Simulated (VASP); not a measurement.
Input of a VASP 6.6.1 run:

Contents of INCAR:

```
PREC = Accurate
ENCUT = 520
EDIFF = 1E-6
ISMEAR = 0
SIGMA = 0.1
LREAL = F
LASPH = T
NELM = 60
ALGO = Normal
ISIF = 2
LWAVE = F
LCHARG = F
GGA = PE
NBANDS = 27
```

KPOINTS

```
regular mesh
0
Gamma
  6 6 2
```

Contents of POSCAR:

```
MgZrC
1.0
    3.5314330400      0.0000000000      0.0000000000
   -1.7657165200      3.0583107200      0.0000000000
    0.0000000000      0.0000000000      8.2483167600
Mg Zr C
2 2 2
Direct
    0.0000000000      0.0000000000      0.2500000000
    0.0000000000      0.0000000000      0.7500000000
    0.0000000000      0.0000000000      0.0000000000
    0.0000000000      0.0000000000      0.5000000000
    0.3333333300      0.6666666700      0.2500000000
    0.6666666700      0.3333333300      0.7500000000
```

Potentials or basis: VASP PAW PBE potentials, release 64 (Mg, Zr_sv, C).

Run with:

```bash
$ cat potpaw_PBE.64/Mg/POTCAR potpaw_PBE.64/Zr_sv/POTCAR potpaw_PBE.64/C/POTCAR > POTCAR
$ mpirun -np 1 vasp_std > vasp.out
```

Q: Estimate the pressure.

A: 26.3 GPa.

Q: Predict the band gap on the k mesh.

A: 0.06 eV, indirect (least direct gap 0.13 eV).

Stress tensor (GPa, compression positive):
```
-11.43   0.00   0.00
  0.00 -11.43   0.00
  0.00   0.00 101.63
```

A k mesh can miss the band edges.
